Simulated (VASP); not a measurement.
# Si (Fd-3m) in VASP: further runs

Runs on Si. Level: PBEsol. Tasks: single point, relaxation of cell and atoms.

All numbers are computed with VASP 6.6.1; they aren't measurements. Logs are shortened: lines on timing, memory, paths and dates and some standing lists are left out, and cuts for length are marked.

## 1. The cell of the first run

It takes space group Fd-3m (No. 227, cubic). The conventional cell has a = 5.433 Å, b = 5.433 Å, c = 5.433 Å, α = 90.00°, β = 90.00°, γ = 90.00°. Within 3.1 Å of Si (site symmetry -43m) lie 4 Si at 2.35 Å.

## 2. Single point, PBEsol

INCAR reads:

```
SYSTEM = Si
PREC = Accurate ; ENCUT = 520
EDIFF = 1E-6 ; ISMEAR = -1
SIGMA = 0.02 ; LREAL = .False.
LASPH = .True. ; NELM = 80
ALGO = Normal ; ISIF = 2
LWAVE = .False. ; LCHARG = .False.
GGA = PS ; NBANDS = 11
```

KPOINTS reads:

```
Automatic mesh
0
Gamma
  11 11 11
  0 0 0
```

POSCAR reads:

```
Si
1.0
    0.0000000000      2.7165779550      2.7165779550
    2.7165779550      0.0000000000      2.7165779550
    2.7165779550      2.7165779550      0.0000000000
Si
2
Direct
   -0.1250000000     -0.1250000000     -0.1250000000
    0.1250000000      0.1250000000      0.1250000000
```

Potentials or basis: VASP PAW PBE potentials, release 64 (Si).

Command:

```sh
> cat potpaw_PBE.64/Si/POTCAR > POTCAR
> mpirun -np 1 vasp_std > vasp.out
```

OUTCAR:

```text
SYSTEM = Si
   PREC = Accurate
   ENCUT = 520
   EDIFF = 1E-6
   ISMEAR = -1
   LREAL = .False.
   LASPH = .True.
   NELM = 80
   ISIF = 2
   GGA = PS

 ion  position               nearest neighbor table
   1  0.875  0.875  0.875-   2 2.35   2 2.35   2 2.35   2 2.35
   2  0.125  0.125  0.125-   1 2.35   1 2.35   1 2.35   1 2.35

  LATTYP: Found a face centered cubic cell.
 ALAT       =     5.4331559100

  Lattice vectors:

 A1 = (   0.0000000000,   2.7165779550,   2.7165779550)
 A2 = (   2.7165779550,   0.0000000000,   2.7165779550)
 A3 = (   2.7165779550,   2.7165779550,   0.0000000000)

Analysis of symmetry for initial positions (statically):
=====================================================================
 Subroutine PRICEL returns:
 Original cell was already a primitive cell.

 Routine SETGRP: Setting up the symmetry group for a
 face centered cubic supercell.

 Subroutine GETGRP returns: Found 48 space group operations
 (whereof 12 operations were pure point group operations)
 out of a pool of 48 trial point group operations.

The static configuration has the point symmetry D_3d.
 The point group associated with its full space group is O_h .

Analysis of symmetry for dynamics (positions and initial velocities):
=====================================================================
 Subroutine PRICEL returns:
 Original cell was already a primitive cell.

 Routine SETGRP: Setting up the symmetry group for a
 face centered cubic supercell.

 Subroutine GETGRP returns: Found 48 space group operations
 (whereof 12 operations were pure point group operations)
 out of a pool of 48 trial point group operations.

The dynamic configuration has the point symmetry D_3d.
 The point group associated with its full space group is O_h .

 Subroutine INISYM returns: Found 48 space group operations
 (whereof 12 operations are pure point group operations),
 and found     1 'primitive' translations

----------------------------------------------------------------------------------------

                                     Primitive cell

  volume of cell :      40.0956

  direct lattice vectors                    reciprocal lattice vectors
     0.000000000  2.716577955  2.716577955    -0.184055090  0.184055090  0.184055090
     2.716577955  0.000000000  2.716577955     0.184055090 -0.184055090  0.184055090
     2.716577955  2.716577955  0.000000000     0.184055090  0.184055090 -0.184055090

[... 83 lines left out ...]
   EDIFF  = 0.1E-05   stopping-criterion for ELM
   LREAL  =      F    real-space projection
   EDIFFG = 0.1E-04   stopping-criterion for IOM
   NSW    =      0    number of steps for IOM
   IBRION =     -1    ionic relax: 0-MD 1-quasi-New 2-CG
   NFREE  =      0    steps in history (QN), initial steepest desc. (CG)
   ISIF   =      2    stress and relaxation
   ISYM   =      2    0-nonsym 1-usesym 2-fastsym
   POTIM  = 0.5000    time-step for ionic-motion
   TEBEG  =    0.0;   TEEND  =   0.0 temperature during run
   PSTRESS=    0.0 pullay stress
   NELECT =       8.0000    total number of electrons
   NUPDOWN=      -1.0000    fix difference up-down
   EMIN   =  10.00;   EMAX   =-10.00  energy-range for DOS
   EFERMI =   0.00;   METHOD = LEGACY
   ISMEAR =    -1;   SIGMA  =   0.02  broadening in eV -4-tet -1-fermi 0-gaus
   EFERMI_NEDOS =   21; number of points for ismear=-14 and -15
   IALGO  =     38    algorithm
   IMIX   =      4    mixing-type and parameters
     AMIX     =   0.40;   BMIX     =  1.00
     AMIX_MAG =   1.60;   BMIX_MAG =  1.00
  volume/ion in A,a.u.               =      20.05       135.29
  Fermi-wavevector in a.u.,A,eV,Ry     =   0.956620  1.807749 12.450981  0.915121
  Thomas-Fermi vector in A             =   2.085564
   LORBIT       =      0    0 simple, 1 ext, 2 COOP (PROOUT), +10 PAW based schemes
   GGA     = PS    functional components
   LHFCALC =     F    Hartree Fock is set to
   AEXX    =    0.0000 exact exchange contribution
   IVDW    =     0    specifies the selected vdW correction
   LEPSILON=     F    determine dielectric tensor
   LRPA    =     F    only Hartree local field effects (RPA)
 non-spin polarized calculation
  energy-cutoff  :      520.00
  volume of cell :       40.10
 maximum number of plane-waves:      1092
 NGX is ok and might be reduce to    30

 number of electron       8.0000000 magnetization

 Free energy of the ion-electron system (eV)
  ---------------------------------------------------
  ext. energy  EPLUGINS =         0.00000000
  ---------------------------------------------------
  free energy    TOTEN  =       -11.49303237 eV

  energy without entropy =      -11.49303235  energy(sigma->0) =      -11.49303236

 E-fermi :   6.0086     XC(G=0):  -9.5485

 val. band max:        5.7760953472   @ k =   0.0000   0.0000   0.0000
 cond. band min:       6.2565683640   @ k =   0.4545   0.4545   0.0000
 fundamental gap:      0.4804730169
 Fermi energy:         6.0086485061

 k-point     1 :       0.0000    0.0000    0.0000
  band No.  band energies     occupation
      1      -6.2049      2.00000
      2       5.7761      1.99998
      3       5.7761      1.99998
      4       5.7761      1.99998
      5       8.2930      0.00000
      6       8.2930      0.00000
      7       8.2930      0.00000
      8       9.0848      0.00000
      9      13.4639      0.00000
     10      13.4639      0.00000
     11      13.4811      0.00000
[... 309 lines left out ...]
 k-point    24 :      -0.1818    0.1818    0.0000
  band No.  band energies     occupation
      1      -5.0777      2.00000
      2       1.6950      2.00000
      3       3.0528      2.00000
      4       5.0881      2.00000
      5       8.7083      0.00000
      6       9.4755      0.00000
      7       9.7563      0.00000
      8      11.3690      0.00000
      9      11.7861      0.00000
     10      15.7314      0.00000
     11      16.2533      0.00000

 [... further k-points ...]
[... 5 lines left out ...]
  --------------------------------------------------------------------------------------
  -------------------------------------------------------------------------------------
  Total        0.0337243      0.0337243      0.0337243      0.0000000      0.0000000     -0.0000000
  in kB        1.3475885      1.3475885      1.3475885      0.0000000      0.0000000     -0.0000000
  external PRESSURE =       1.3475885 kB  Pullay stress =       0.0000000 kB

 VOLUME and BASIS-vectors are now :
 -----------------------------------------------------------------------------
  energy-cutoff  :      520.00
  volume of cell :       40.10
      direct lattice vectors                 reciprocal lattice vectors
     0.000000000  2.716577955  2.716577955    -0.184055090  0.184055090  0.184055090
     2.716577955  0.000000000  2.716577955     0.184055090 -0.184055090  0.184055090
     2.716577955  2.716577955  0.000000000     0.184055090  0.184055090 -0.184055090

 POSITION                                       TOTAL-FORCE (eV/Angst)
 -----------------------------------------------------------------------------------
      4.75401      4.75401      4.75401        -0.000000      0.000000     -0.000000
      0.67914      0.67914      0.67914         0.000000     -0.000000      0.000000
 -----------------------------------------------------------------------------------
    total drift:                               -0.000000      0.000000      0.000000

  FREE ENERGIE OF THE ION-ELECTRON SYSTEM (eV)
  ---------------------------------------------------
  free  energy   TOTEN  =       -11.4930323707 eV

  energy  without entropy=      -11.4930323496  energy(sigma->0) =      -11.49303236
```

stdout:

```text
POSCAR found type information on POSCAR Si
 POSCAR found :  1 types and       2 ions
 scaLAPACK will be used
 -----------------------------------------------------------------------------
|                                                                             |
|                                                                             |
|     You enforced a specific xc type in the INCAR file but a different       |
|     I HOPE YOU KNOW WHAT YOU ARE DOING!                                     |
|                                                                             |
 -----------------------------------------------------------------------------

 LDA part: xc-table for (Slater+PW92), standard interpolation
 POSCAR, INCAR and KPOINTS ok, starting setup
 FFT: planning ... GRIDC
 FFT: planning ... GRID_SOFT
 FFT: planning ... GRID
 WAVECAR not read
 entering main loop
```

Run time: 10 s. Hardware: 1 thread of Intel Xeon 6975P-C (Granite Rapids), shared host; peak memory 0.16 GiB.

Results:

```
Free energy            : -11.4930 eV
Pressure               : 0.1 GPa
Band gap on the k mesh : 0.48 eV, indirect (least direct gap 2.52 eV)
```

Caveat: the PAW data sets were made with another functional, which shifts forces and pressure a little. PBEsol gaps usually lie below the measured ones, often by a third to a half.

## 3. Relaxation of cell and atoms, PBEsol

INCAR reads:

```
SYSTEM = Si
PREC     = Accurate       ! precision mode
ENCUT    = 600            ! plane-wave cutoff, eV
EDIFF    = 1E-6           ! SCF threshold, eV
ISMEAR   = -1             ! smearing method
SIGMA    = 0.02           ! smearing width, eV
LREAL    = .False.        ! projectors in reciprocal space
LASPH    = .True.         ! aspherical terms in the spheres
NELM     = 80             ! most SCF steps
ALGO     = Normal         ! electronic algorithm
ISIF     = 3              ! what is computed and relaxed
LWAVE    = .False.        ! write WAVECAR
LCHARG   = .False.        ! write CHGCAR
GGA      = PS             ! functional
IBRION   = 2              ! ionic algorithm
NSW      = 60             ! ionic steps
EDIFFG   = -0.005         ! ionic threshold
```

KPOINTS is that of step 2.

POSCAR reads:

```
Si
1.0
    0.0000000000      2.7157741474      2.7157741474
    2.7157741474      0.0000000000      2.7157741474
    2.7157741474      2.7157741474      0.0000000000
Si
2
Direct
   -0.1250000000     -0.1250000000     -0.1250000000
    0.1250000000      0.1250000000      0.1250000000
```

Potentials or basis: VASP PAW PBE potentials, release 64 (Si).

Command:

```sh
> cat potpaw_PBE.64/Si/POTCAR > POTCAR
> mpirun -np 1 vasp_std > vasp.out
```

Wall time 12 s (1 thread of Intel Xeon 6975P-C (Granite Rapids), shared host); peak memory 0.17 GiB.

The run converged. Its results:

| Quantity | Value |
| --- | --- |
| Free energy | -11.4930 eV |
| Relaxed volume | 20.08 Å³/atom |
| Relaxed cell | a = 3.844 Å, b = 3.844 Å, c = 3.844 Å, α = 60.00°, β = 60.00°, γ = 60.00° |
| Space group after relaxing (to 0.05 Å) | Fd-3m (No. 227) |
| Energy gained by relaxing | 0.0 meV/atom |
| Ionic steps | 3 |
| Pressure after relaxing | 0.0 GPa |
| Band gap on the k mesh | 0.48 eV, indirect (least direct gap 2.52 eV) |

Final structure:
```cif
data_structure
_symmetry_space_group_name_H-M 'P 1'
_symmetry_Int_Tables_number 1
_cell_length_a 3.8436
_cell_length_b 3.8436
_cell_length_c 3.8436
_cell_angle_alpha 60.000
_cell_angle_beta 60.000
_cell_angle_gamma 60.000
_cell_volume 40.15
loop_
_atom_site_label
_atom_site_type_symbol
_atom_site_fract_x
_atom_site_fract_y
_atom_site_fract_z
_atom_site_occupancy
Si1 Si 0.87500 0.87500 0.87500 1
Si2 Si 0.12500 0.12500 0.12500 1
```

Levels at points of the mesh, in eV from the valence-band top:
```csv
k point,band 1,band 2,band 3,band 4,band 5,band 6,band 7,band 8
"(0.00, 0.00, 0.00)",-11.97,0.00,0.00,0.00,2.52,2.52,2.52,3.29
```

Caveat: the PAW data sets were made with another functional, which shifts forces and pressure a little. A hybrid or GW would open this gap; PBEsol tends to underestimate it.

## 4. Single point, PBEsol

This run uses another cell than the first one: it holds 6 atoms, not 2.

INCAR reads:

```
ALGO = Normal ; EDIFF = 1E-6
ENCUT = 520 ; GGA = PS
ISIF = 2 ; ISMEAR = -1
LASPH = T ; LCHARG = T
LELF = T ; LREAL = F
LVHAR = T ; LWAVE = F
NBANDS = 21 ; NELM = 60
PREC = Accurate ; SIGMA = 0.02
```

KPOINTS reads:

```
k-points
0
Gamma
  9 9 4
```

POSCAR reads:

```
Si
1.0
    0.0000000000      2.7165779550     -2.7165779550
   -2.7165779550      0.0000000000      2.7165779550
    5.4331559100      5.4331559100      5.4331559100
Si
6
Direct
    0.3333333330      0.6666666670      0.2083333330
    0.6666666670      0.3333333330      0.5416666670
    0.0000000000      0.0000000000      0.8750000000
    0.0000000000      0.0000000000      0.1250000000
    0.3333333330      0.6666666670      0.4583333330
    0.6666666670      0.3333333330      0.7916666670
```

Potentials or basis: VASP PAW PBE potentials, release 64 (Si).

Command:

```sh
> cat potpaw_PBE.64/Si/POTCAR > POTCAR
> mpirun -np 1 vasp_std > vasp.out
```

OUTCAR:

```text
EDIFF = 1E-6
   ENCUT = 520
   GGA = PS
   ISIF = 2
   ISMEAR = -1
   LASPH = T
   LREAL = F
   NELM = 60
   PREC = Accurate

 ion  position               nearest neighbor table
   1  0.333  0.667  0.208-   4 2.35   4 2.35   5 2.35   4 2.35
   2  0.667  0.333  0.542-   5 2.35   6 2.35   5 2.35   5 2.35
   3  0.000  0.000  0.875-   6 2.35   4 2.35   6 2.35   6 2.35
   4  0.000  0.000  0.125-   1 2.35   1 2.35   3 2.35   1 2.35
   5  0.333  0.667  0.458-   2 2.35   1 2.35   2 2.35   2 2.35
   6  0.667  0.333  0.792-   3 2.35   2 2.35   3 2.35   3 2.35

  LATTYP: Found a hexagonal cell.
 ALAT       =     3.8418213872
 C/A-ratio  =     2.4494897428

  Lattice vectors:

 A1 = (   0.0000000000,   2.7165779550,  -2.7165779550)
 A2 = (  -2.7165779550,   0.0000000000,   2.7165779550)
 A3 = (   5.4331559100,   5.4331559100,   5.4331559100)

Analysis of symmetry for initial positions (statically):
=====================================================================
 Subroutine PRICEL returns following result:

  LATTYP: Found a face centered cubic cell.
[... 185 lines left out ...]
  free energy    TOTEN  =       -34.47742686 eV

  energy without entropy =      -34.47742684  energy(sigma->0) =      -34.47742685

 E-fermi :   6.0395     XC(G=0):  -9.5484

 val. band max:        5.7764014659   @ k =   0.0000   0.0000   0.0000
 cond. band min:       6.3284499480   @ k =   0.4444   0.0000   0.0000
 fundamental gap:      0.5520484820
 Fermi energy:         6.0394673633

 k-point     1 :       0.0000    0.0000    0.0000
  band No.  band energies     occupation
      1      -6.2047      2.00000
      2      -4.8226      2.00000
      3      -4.8226      2.00000
      4       0.4143      2.00000
      5       0.4143      2.00000
      6       4.7715      2.00000
[... 565 lines left out ...]
     20      11.0976      0.00000
     21      11.3247      0.00000

 [... further k-points ...]
[... 5 lines left out ...]
  --------------------------------------------------------------------------------------
  -------------------------------------------------------------------------------------
  Total        0.1021818      0.1021818      0.1021818     -0.0066680     -0.0066680     -0.0066680
  in kB        1.3610252      1.3610252      1.3610252     -0.0888158     -0.0888158     -0.0888158
  external PRESSURE =       1.3610252 kB  Pullay stress =       0.0000000 kB

 VOLUME and BASIS-vectors are now :
 -----------------------------------------------------------------------------
  energy-cutoff  :      520.00
  volume of cell :      120.29
      direct lattice vectors                 reciprocal lattice vectors
     0.000000000  2.716577955 -2.716577955    -0.122703393  0.245406787 -0.122703393
    -2.716577955  0.000000000  2.716577955    -0.245406787  0.122703393  0.122703393
     5.433155910  5.433155910  5.433155910     0.061351697  0.061351697  0.061351697

 POSITION                                       TOTAL-FORCE (eV/Angst)
 -----------------------------------------------------------------------------------
     -0.67914      2.03743      2.03743        -0.000575     -0.000575     -0.000575
      2.03743      4.75401      2.03743        -0.000575     -0.000575     -0.000575
      4.75401      4.75401      4.75401        -0.000575     -0.000575     -0.000575
      0.67914      0.67914      0.67914         0.000575      0.000575      0.000575
      0.67914      3.39572      3.39572         0.000575      0.000575      0.000575
      3.39572      6.11230      3.39572         0.000575      0.000575      0.000575
 -----------------------------------------------------------------------------------
    total drift:                               -0.000000      0.000000     -0.000000

  FREE ENERGIE OF THE ION-ELECTRON SYSTEM (eV)
  ---------------------------------------------------
  free  energy   TOTEN  =       -34.4774268589 eV

  energy  without entropy=      -34.4774268375  energy(sigma->0) =      -34.47742685
```

OSZICAR:

```text
N       E                     dE             d eps       ncg     rms          rms(c)
DAV:   1     0.389067823146E+02    0.38907E+02   -0.90967E+03  1806   0.933E+02
DAV:   2    -0.319428371069E+02   -0.70850E+02   -0.67697E+02  2277   0.133E+02
DAV:   3    -0.351045992986E+02   -0.31618E+01   -0.31368E+01  2322   0.257E+01
DAV:   4    -0.351445999324E+02   -0.40001E-01   -0.39965E-01  2387   0.360E+00
DAV:   5    -0.351451573611E+02   -0.55743E-03   -0.55740E-03  2325   0.414E-01    0.860E+00
DAV:   6    -0.346847546813E+02    0.46040E+00   -0.20632E-01  2086   0.181E+00    0.516E+00
DAV:   7    -0.344760865306E+02    0.20867E+00   -0.41015E-01  2009   0.263E+00    0.295E-01
DAV:   8    -0.344771398179E+02   -0.10533E-02   -0.25325E-02  2156   0.742E-01    0.117E-01
DAV:   9    -0.344773496530E+02   -0.20984E-03   -0.60417E-04  2502   0.130E-01    0.902E-02
DAV:  10    -0.344774274781E+02   -0.77825E-04   -0.14915E-04  2116   0.558E-02    0.487E-02
DAV:  11    -0.344774268589E+02    0.61927E-06   -0.36311E-06  2339   0.968E-03
   1 F= -.34477427E+02 E0= -.34477427E+02  d E =-.213909E-07
```

stdout:

```text
POSCAR found type information on POSCAR Si
 POSCAR found :  1 types and       6 ions
 scaLAPACK will be used
 -----------------------------------------------------------------------------
|                                                                             |
|                                                                             |
|     You enforced a specific xc type in the INCAR file but a different       |
|     I HOPE YOU KNOW WHAT YOU ARE DOING!                                     |
|                                                                             |
 -----------------------------------------------------------------------------

 LDA part: xc-table for (Slater+PW92), standard interpolation
 POSCAR, INCAR and KPOINTS ok, starting setup
 FFT: planning ... GRIDC
 FFT: planning ... GRID_SOFT
 FFT: planning ... GRID
 WAVECAR not read
 entering main loop
```

Run time: 44 s. Hardware: 1 thread of Intel Xeon 6975P-C (Granite Rapids), shared host; peak memory 0.26 GiB.

Results:

```
Free energy            : -34.4774 eV
Pressure               : 0.1 GPa
Band gap on the k mesh : 0.55 eV
```

Caveat: the PAW data sets were made with another functional, which shifts forces and pressure a little.

## 5. Single point, PBEsol

This run uses another cell than the first one: it holds 6 atoms, not 2.

INCAR reads:

```
SYSTEM = Si
  PREC = Accurate
  ENCUT = 520
  EDIFF = 1E-6
  ISMEAR = -1
  SIGMA = 0.02
  LREAL = .False.
  LASPH = .True.
  NELM = 60
  ALGO = Normal
  ISIF = 2
  LWAVE = .False.
  LCHARG = .False.
  GGA = PS
  NBANDS = 21
```

KPOINTS reads:

```
regular mesh
0
Gamma
  9 9 4
  0 0 0
```

POSCAR is that of step 4.

Command:

```sh
> cat potpaw_PBE.64/Si/POTCAR > POTCAR
> mpirun -np 1 vasp_std > vasp.out
```

It took 40 s on 1 thread of Intel Xeon 6975P-C (Granite Rapids), shared host; peak memory 0.26 GiB.

The run converged. Its results:

```
Free energy            : -34.4774 eV
Pressure               : 0.1 GPa
Band gap on the k mesh : 0.55 eV
```

Levels at points of the mesh, in eV from the valence-band top:
| k point | band 9 | band 10 | band 11 | band 12 | band 13 | band 14 | band 15 | band 16 |
| --- | --- | --- | --- | --- | --- | --- | --- | --- |
| (0.00, 0.00, 0.00) | -1.00 | 0.00 | 0.00 | 0.00 | 1.69 | 1.69 | 2.52 | 2.52 |
| (0.00, 0.00, 0.50) | -0.45 | -0.45 | -0.45 | -0.45 | 1.46 | 2.29 | 2.29 | 3.17 |

Caveat: the PAW data sets were made with another functional, which shifts forces and pressure a little.

## 6. Overview

```tsv
task	cell	k mesh	cutoff (eV)	gap on the mesh (eV)	pressure (GPa)
single point	a = 3.842 Å, angles 60.0°, 2 atoms	11 × 11 × 11	520	0.48	0.1
relaxation of cell and atoms	relaxed from a = 3.841 Å, angles 60.0°, 2 atoms	11 × 11 × 11	600	0.48	0.0
single point	a = 3.842, b = 3.842, c = 9.411 Å, angles 90.0, 90.0, 120.0°, 6 atoms	9 × 9 × 4	520	0.55	0.1
```

Alike in all rows: level PBEsol; potentials or basis VASP PAW PBE potentials, release 64 (Si); no spin polarisation; smearing fermi-dirac 0.02 eV.

Caveats: the PAW data sets were made with another functional, which shifts forces and pressure a little.

Total energies depend on the potentials used, so only differences within one code and one set of settings carry meaning.
